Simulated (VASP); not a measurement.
# V2I (P6/mmm) in VASP: notebook

Runs on V2I. Level: r2SCAN. Tasks: single point.

All numbers are computed with VASP 6.6.1; they aren't measurements. Logs are shortened: lines on timing, memory, paths and dates and some standing lists are left out, and cuts for length are marked.

## Step 1: The cell of the first run

Symmetry: P6/mmm, No. 191, hexagonal system. The conventional cell has a = 4.216 Å, b = 4.216 Å, c = 3.414 Å, α = 90.00°, β = 90.00°, γ = 120.00°. V (site symmetry -6m2) has 3 V at 2.43 Å and 6 I at 2.97 Å within 3.2 Å. Within 3.9 Å of I (site symmetry 6/mmm) lie 12 V at 2.97 Å and 2 I at 3.41 Å.

## Step 2: Single point, r2SCAN

POSCAR

```
V2I
1.0
    4.2161642383      0.0000000000      0.0000000000
   -2.1080821192      3.6513053369      0.0000000000
    0.0000000000      0.0000000000      3.4140655976
V I
2 1
Direct
    0.3333333333      0.6666666667      0.5000000000
    0.6666666667      0.3333333333      0.5000000000
    0.0000000000      0.0000000000      0.0000000000
```

INCAR.step1

```
SYSTEM = V2I
PREC = Accurate
ENCUT = 520
ISMEAR = 0
SIGMA = 0.1
LREAL = .FALSE.
LASPH = .TRUE.
NELM = 60
NBANDS = 24
GGA = PE
ALGO = Normal
EDIFF = 1E-4
LWAVE = .TRUE.
LCHARG = .FALSE.
```

INCAR.step2

```
SYSTEM = V2I
PREC = Accurate
ENCUT = 520
EDIFF = 1E-6
ISMEAR = 0
SIGMA = 0.1
LREAL = .FALSE.
LASPH = .TRUE.
NELM = 60
ALGO = Normal
ISIF = 2
LWAVE = .FALSE.
LCHARG = .FALSE.
METAGGA = R2SCAN
LMIXTAU = .TRUE.
NBANDS = 24
ISTART = 1
```

KPOINTS

```
regular mesh
0
G
  6 6 4
  0 0 0
```

Potentials or basis: VASP PAW PBE potentials, release 64 (V_sv, I).

The run is started by

```console
$ cat potpaw_PBE.64/V_sv/POTCAR potpaw_PBE.64/I/POTCAR > POTCAR
$ cp INCAR.step1 INCAR
$ mpirun -np 1 vasp_std > vasp.out
$ cp INCAR.step2 INCAR
$ mpirun -np 1 vasp_std > vasp.out
```

OUTCAR:

```text
SYSTEM = V2I
   PREC = Accurate
   ENCUT = 520
   EDIFF = 1E-6
   ISMEAR = 0
   LREAL = .FALSE.
   LASPH = .TRUE.
   NELM = 60
   ISIF = 2
   METAGGA = R2SCAN
   ISTART = 1

 ion  position               nearest neighbor table
   1  0.333  0.667  0.500-   2 2.43   2 2.43   2 2.43   3 2.97   3 2.97   3 2.97   3 2.97   3 2.97
                             3 2.97
   2  0.667  0.333  0.500-   1 2.43   1 2.43   1 2.43   3 2.97   3 2.97   3 2.97   3 2.97   3 2.97
                             3 2.97
   3  0.000  0.000  0.000-   1 2.97   2 2.97   1 2.97   2 2.97   2 2.97   2 2.97   1 2.97   1 2.97
                             2 2.97   2 2.97   1 2.97   1 2.97

  LATTYP: Found a hexagonal cell.
 ALAT       =     4.2161642383
 C/A-ratio  =     0.8097563104

  Lattice vectors:

 A1 = (   4.2161642383,   0.0000000000,   0.0000000000)
 A2 = (  -2.1080821192,   3.6513053369,   0.0000000000)
 A3 = (   0.0000000000,   0.0000000000,   3.4140655976)

Analysis of symmetry for initial positions (statically):
=====================================================================
 Subroutine PRICEL returns:
 Original cell was already a primitive cell.

 Routine SETGRP: Setting up the symmetry group for a
 hexagonal supercell.

 Subroutine GETGRP returns: Found 24 space group operations
 (whereof 24 operations were pure point group operations)
 out of a pool of 24 trial point group operations.

The static configuration has the point symmetry D_6h.

Analysis of symmetry for dynamics (positions and initial velocities):
=====================================================================
 Subroutine PRICEL returns:
 Original cell was already a primitive cell.

 Routine SETGRP: Setting up the symmetry group for a
 hexagonal supercell.

 Subroutine GETGRP returns: Found 24 space group operations
 (whereof 24 operations were pure point group operations)
 out of a pool of 24 trial point group operations.

The dynamic configuration has the point symmetry D_6h.

 Subroutine INISYM returns: Found 24 space group operations
 (whereof 24 operations are pure point group operations),
 and found     1 'primitive' translations

----------------------------------------------------------------------------------------

                                     Primitive cell

  volume of cell :      52.5578

  direct lattice vectors                    reciprocal lattice vectors
     4.216164238  0.000000000  0.000000000     0.237182411  0.136937329  0.000000000
    -2.108082119  3.651305337  0.000000000     0.000000000  0.273874658  0.000000000
     0.000000000  0.000000000  3.414065598     0.000000000  0.000000000  0.292905913

  length of vectors
     4.216164238  4.216164238  3.414065598     0.273874658  0.273874658  0.292905913

  position of ions in fractional coordinates (direct lattice)
     0.333333333  0.666666667  0.500000000
     0.666666667  0.333333333  0.500000000
     0.000000000  0.000000000  0.000000000

  ion indices of the primitive-cell ions
   primitive index   ion index
                 1           1
                 2           2
                 3           3

----------------------------------------------------------------------------------------

 KPOINTS: regular mesh

Automatic generation of k-mesh.
 Grid dimensions read from file:
 generate k-points for:    6    6    4

 Generating k-lattice:

  Cartesian coordinates                     Fractional coordinates (reciprocal lattice)
     0.039530402  0.022822888  0.000000000     0.166666667  0.000000000  0.000000000
     0.000000000  0.045645776  0.000000000     0.000000000  0.166666667  0.000000000
     0.000000000  0.000000000  0.073226478     0.000000000  0.000000000  0.250000000

  Length of vectors
     0.045645776  0.045645776  0.073226478

  Shift w.r.t. Gamma in fractional coordinates (k-lattice)
     0.000000000  0.000000000  0.000000000

 Subroutine IBZKPT returns following result:
 ===========================================

 Found     21 irreducible k-points:

 Following reciprocal coordinates:
            Coordinates               Weight
  0.000000  0.000000  0.000000      1.000000
  0.166667  0.000000  0.000000      6.000000
  0.333333  0.000000  0.000000      6.000000
  0.500000  0.000000  0.000000      3.000000
  0.166667  0.166667  0.000000      6.000000
  0.333333  0.166667  0.000000     12.000000
[... 13 lines left out ...]
  0.333333  0.166667  0.500000     12.000000
  0.333333  0.333333  0.500000      2.000000
   k-points           NKPTS =     21   k-points in BZ     NKDIM =     21   number of bands    NBANDS=     24
   number of dos      NEDOS =    301   number of ions     NIONS =      3
   total plane-waves  NPLWV =  28672
   dimension x,y,z NGX =    32 NGY =   32 NGZ =   28
   dimension x,y,z NGXF=    64 NGYF=   64 NGZF=   56
   ions per type =               2   1
   NGX,Y,Z   is equivalent  to a cutoff of  12.62, 12.62, 13.63 a.u.
   NGXF,Y,Z  is equivalent  to a cutoff of  25.24, 25.24, 27.27 a.u.
 SYSTEM =  V2I
   PREC   = accura    normal or accurate (medium, high low for compatibility)
   ISTART =      1    job   : 0-new  1-cont  2-samecut
   ICHARG =      0    charge: 1-file 2-atom 10-const
   ISPIN  =      1    spin polarized calculation?
   LNONCOLLINEAR =      F non collinear calculations
   LSORBIT =      F    spin-orbit coupling
   LASPH  =      T    aspherical Exc in radial PAW
   ENCUT  =  520.0 eV  38.22 Ry    6.18 a.u.   7.84  7.84  6.35*2*pi/ulx,y,z
   NELM   =     60;   NELMIN=  2; NELMDL=  0     # of ELM steps
   EDIFF  = 0.1E-05   stopping-criterion for ELM
   LREAL  =      F    real-space projection
[... 7 lines left out ...]
   TEBEG  =    0.0;   TEEND  =   0.0 temperature during run
   PSTRESS=    0.0 pullay stress
   NELECT =      33.0000    total number of electrons
   NUPDOWN=      -1.0000    fix difference up-down
   EMIN   =  10.00;   EMAX   =-10.00  energy-range for DOS
   EFERMI =   0.00;   METHOD = LEGACY
   ISMEAR =     0;   SIGMA  =   0.10  broadening in eV -4-tet -1-fermi 0-gaus
   EFERMI_NEDOS =   21; number of points for ismear=-14 and -15
   IALGO  =     38    algorithm
   IMIX   =      4    mixing-type and parameters
     AMIX     =   0.40;   BMIX     =  1.00
     AMIX_MAG =   1.60;   BMIX_MAG =  1.00
  volume/ion in A,a.u.               =      17.52       118.23
  Fermi-wavevector in a.u.,A,eV,Ry     =   1.401846  2.649105 26.737790  1.965172
  Thomas-Fermi vector in A             =   2.524667
   LORBIT       =      0    0 simple, 1 ext, 2 COOP (PROOUT), +10 PAW based schemes
   METAGGA = R2SCAN    functional components
   LHFCALC =     F    Hartree Fock is set to
   AEXX    =    0.0000 exact exchange contribution
   IVDW    =     0    specifies the selected vdW correction
   LEPSILON=     F    determine dielectric tensor
   LRPA    =     F    only Hartree local field effects (RPA)
 non-spin polarized calculation
 Gauss-broadening in eV      SIGMA  =   0.10
  energy-cutoff  :      520.00
  volume of cell :       52.56
 maximum number of plane-waves:      1440
 NGX is ok and might be reduce to    32
   NGX = 15   NGY = 15   NGZ = 13

 number of electron      33.0000008 magnetization

 Free energy of the ion-electron system (eV)
  ---------------------------------------------------
  ext. energy  EPLUGINS =         0.00000000
  ---------------------------------------------------
  free energy    TOTEN  =       -49.35976994 eV

  energy without entropy =      -49.33079132  energy(sigma->0) =      -49.34528063

 E-fermi :  10.9462     XC(G=0): -12.5679

 val. band max:       10.9334703259   @ k =   0.1667   0.0000   0.0000
 cond. band min:      10.9682219856   @ k =   0.3333   0.0000   0.2500
 fundamental gap:      0.0347516597
 Fermi energy:        10.9461955081

 k-point     1 :       0.0000    0.0000    0.0000
  band No.  band energies     occupation
      1     -55.5391      2.00000
      2     -55.2643      2.00000
      3     -28.5269      2.00000
      4     -28.5269      2.00000
      5     -28.4454      2.00000
      6     -28.2434      2.00000
[... 16 lines left out ...]
     23      13.0659      0.00000
     24      14.7589      0.00000

 k-point     2 :       0.1667    0.0000    0.0000
  band No.  band energies     occupation
      1     -55.5232      2.00000
      2     -55.2808      2.00000
      3     -28.5456      2.00000
      4     -28.4921      2.00000
      5     -28.4334      2.00000
      6     -28.2554      2.00000
[... 16 lines left out ...]
     23      13.1221      0.00000
     24      15.3937      0.00000

 k-point     3 :       0.3333    0.0000    0.0000
  band No.  band energies     occupation
      1     -55.4818      2.00000
      2     -55.3232      2.00000
      3     -28.5805      2.00000
      4     -28.4088      2.00000
      5     -28.4024      2.00000
      6     -28.2861      2.00000
[... 16 lines left out ...]
     23      13.3036      0.00000
     24      16.5118      0.00000

 k-point     4 :       0.5000    0.0000    0.0000
  band No.  band energies     occupation
      1     -55.4485      2.00000
      2     -55.3569      2.00000
      3     -28.5968      2.00000
      4     -28.3776      2.00000
      5     -28.3543      2.00000
      6     -28.3108      2.00000
[... 16 lines left out ...]
     23      13.3723      0.00000
     24      17.0924      0.00000

 k-point     5 :       0.1667    0.1667    0.0000
  band No.  band energies     occupation
      1     -55.4939      2.00000
      2     -55.3108      2.00000
      3     -28.5796      2.00000
      4     -28.4206      2.00000
      5     -28.4115      2.00000
      6     -28.2771      2.00000
[... 370 lines left out ...]
 k-point    19 :       0.1667    0.1667    0.5000
  band No.  band energies     occupation
      1     -55.4907      2.00000
      2     -55.3081      2.00000
      3     -28.5722      2.00000
      4     -28.4631      2.00000
      5     -28.4142      2.00000
      6     -28.3164      2.00000
[... 16 lines left out ...]
     23      14.7068      0.00000
     24      15.5790      0.00000

 k-point    20 :       0.3333    0.1667    0.5000
  band No.  band energies     occupation
      1     -55.4454      2.00000
      2     -55.3541      2.00000
      3     -28.6055      2.00000
      4     -28.4259      2.00000
      5     -28.3527      2.00000
      6     -28.3063      2.00000
[... 16 lines left out ...]
     23      13.3863      0.00000
     24      14.5599      0.00000

 k-point    21 :       0.3333    0.3333    0.5000
  band No.  band energies     occupation
      1     -55.3999      2.00000
      2     -55.3999      2.00000
      3     -28.6270      2.00000
      4     -28.3892      2.00000
      5     -28.3892      2.00000
      6     -28.1483      2.00000
[... 16 lines left out ...]
     23      13.1214      0.00000
     24      14.6098      0.00000

------------------------ aborting loop because EDIFF is reached ----------------------------------------

  FORCE on cell =-STRESS in cart. coord.  units (eV):
  Direction    XX          YY          ZZ          XY          YZ          ZX
  --------------------------------------------------------------------------------------
  -------------------------------------------------------------------------------------
  Total        0.1516161      0.1516161      0.0399147     -0.0000000      0.0000000      0.0000000
  in kB        4.6218758      4.6218758      1.2167622     -0.0000000      0.0000000      0.0000000
  external PRESSURE =       3.4868380 kB  Pullay stress =       0.0000000 kB

 VOLUME and BASIS-vectors are now :
 -----------------------------------------------------------------------------
  energy-cutoff  :      520.00
  volume of cell :       52.56
      direct lattice vectors                 reciprocal lattice vectors
     4.216164238  0.000000000  0.000000000     0.237182411  0.136937329  0.000000000
    -2.108082119  3.651305337  0.000000000     0.000000000  0.273874658  0.000000000
     0.000000000  0.000000000  3.414065598     0.000000000  0.000000000  0.292905913

 POSITION                                       TOTAL-FORCE (eV/Angst)
 -----------------------------------------------------------------------------------
     -0.00000      2.43420      1.70703         0.000000      0.000000      0.000000
      2.10808      1.21710      1.70703        -0.000000     -0.000000      0.000000
      0.00000      0.00000      0.00000        -0.000000     -0.000000      0.000000
 -----------------------------------------------------------------------------------
    total drift:                               -0.000000      0.000000     -0.000000

  FREE ENERGIE OF THE ION-ELECTRON SYSTEM (eV)
  ---------------------------------------------------
  free  energy   TOTEN  =       -49.3597699430 eV

  energy  without entropy=      -49.3307913157  energy(sigma->0) =      -49.34528063
```

It took 34 s on 1 thread of Intel Xeon 6975P-C (Granite Rapids), shared host; peak memory 0.18 GiB.

What came out:

| Quantity | Value |
| --- | --- |
| Free energy | -49.3598 eV |
| Pressure | 0.3 GPa |

Caveat: the k points lie up to 0.46 Å⁻¹ apart; the PAW data sets were made with another functional, which shifts forces and pressure a little; spin-orbit coupling is left out, which moves the levels of the heavy elements; an odd number of electrons without spin polarisation forces a metal; a magnetic or distorted state may lie lower; the run has no spin polarisation, though such a crystal can be magnetic.

## Step 3: Single point, r2SCAN

This run uses another cell than the first one, of 17.45 Å³/atom, 0.996 times its volume.

POSCAR

```
V2I
1.0
    4.2044515502      0.0000000000      0.0000000000
   -2.1022257751      3.6411618514      0.0000000000
    0.0000000000      0.0000000000      3.4197174598
V I
2 1
Direct
    0.3333333333      0.6666666667      0.5000000000
    0.6666666667      0.3333333333      0.5000000000
    0.0000000000      0.0000000000      0.0000000000
```

INCAR.step1

```
SYSTEM = V2I
PREC = Accurate
ENCUT = 520
ISMEAR = 0
SIGMA = 0.1
LREAL = .False.
LASPH = .True.
NELM = 100
NBANDS = 24
GGA = PE
ALGO = Normal
EDIFF = 1E-4
LWAVE = .True.
LCHARG = .False.
```

INCAR.step2

```
SYSTEM = V2I
PREC = Accurate
ENCUT = 520
EDIFF = 1E-6
ISMEAR = 0
SIGMA = 0.1
LREAL = .False.
LASPH = .True.
NELM = 100
ALGO = Normal
ISIF = 2
LWAVE = .False.
LCHARG = .True.
METAGGA = R2SCAN
LMIXTAU = .True.
LELF = .True.
LVHAR = .True.
NBANDS = 24
ISTART = 1
```

KPOINTS

```
Automatic mesh
0
Gamma
  6 6 6
  0 0 0
```

Potentials or basis: VASP PAW PBE potentials, release 64 (V_sv, I).

The run is started by

```console
$ cat potpaw_PBE.64/V_sv/POTCAR potpaw_PBE.64/I/POTCAR > POTCAR
$ cp INCAR.step1 INCAR
$ mpirun -np 1 vasp_std > vasp.out
$ cp INCAR.step2 INCAR
$ mpirun -np 1 vasp_std > vasp.out
```

Run time: 43 s. Hardware: 1 thread of Intel Xeon 6975P-C (Granite Rapids), shared host; peak memory 0.19 GiB.

Results (log left out):

- Free energy: -49.3966 eV
- Pressure: 0.3 GPa

Levels at points of the mesh, in eV from the Fermi level:
```tsv
k point	band 14	band 15	band 16	band 17	band 18	band 19
(0.00, 0.00, 0.00)	-0.79	-0.36	-0.36	-0.19	-0.19	0.32
(0.50, 0.00, 0.00)	-1.08	-1.03	-0.72	-0.60	1.10	1.96
(0.00, 0.00, 0.50)	-1.82	-1.05	-1.05	0.18	0.18	0.44
(0.50, 0.00, 0.50)	-1.32	-1.12	-0.43	1.63	1.82	1.91
```

Caveat: the PAW data sets were made with another functional, which shifts forces and pressure a little; spin-orbit coupling is left out, which moves the levels of the heavy elements; an odd number of electrons without spin polarisation forces a metal; a magnetic or distorted state may lie lower; the run has no spin polarisation, though such a crystal can be magnetic.
